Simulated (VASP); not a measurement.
Ti: single point with r2SCAN

The system is Ti.

```
CELL_PARAMETERS angstrom
-0.10150 2.03000 2.03000
2.03000 -0.10150 2.03000
1.92850 1.92850 0.00000
ATOMIC_POSITIONS crystal
Ti 0.00000 0.00000 0.00000
```

This cell differs from its parent crystal: strain -0.1000 x Voigt [0, 0, 0, 0, 0, 1].

```json
{
 "Program": "VASP 6.6.1",
 "Task": "single point",
 "Functional": "r2SCAN",
 "Potentials or basis": "VASP PAW PBE potentials, release 64 (Ti_sv)",
 "Cutoff": "520 eV",
 "k mesh": "20 × 20 × 20",
 "Occupations": "gaussian, width 0.15 eV",
 "Spin": "no spin polarisation"
}
```

The pressure is 5.1 GPa. The band gap on the k mesh is zero (bands 6 and 7 overlap by 1.32 eV).

Stress tensor (GPa, compression positive):
```
5.16 6.75 0.00
6.75 5.16 0.00
0.00 0.00 4.87
```

Levels at points of the mesh, in eV from the Fermi level:
```csv
k point,band 3,band 4,band 5,band 6,band 7,band 8,band 9,band 10
"(0.00, 0.00, 0.00)",-33.74,-33.66,-6.57,0.48,0.84,1.58,2.97,2.99
"(0.50, 0.00, 0.00)",-33.81,-33.76,-2.86,0.07,0.57,1.51,3.68,4.15
"(0.50, 0.50, 0.00)",-34.11,-33.89,-2.83,-1.93,2.97,4.09,4.27,4.28
"(0.00, 0.00, 0.50)",-33.88,-33.87,-2.78,0.38,1.07,1.26,3.85,4.26
"(0.50, 0.00, 0.50)",-34.00,-34.00,-2.82,-1.92,3.06,3.86,4.21,4.44
```

Wall time 7.7 min on 1 thread of Intel(R) Xeon(R) Platinum 8259CL CPU @ 2.50GHz (Skylake/Cascade Lake), on a shared host, peak memory 0.33 GiB.

Caveat: the cell differs from its parent crystal (strain -0.1000 x Voigt [0, 0, 0, 0, 0, 1]); the cell stands under pressure; the PAW data sets were made with another functional, which shifts forces and pressure a little.
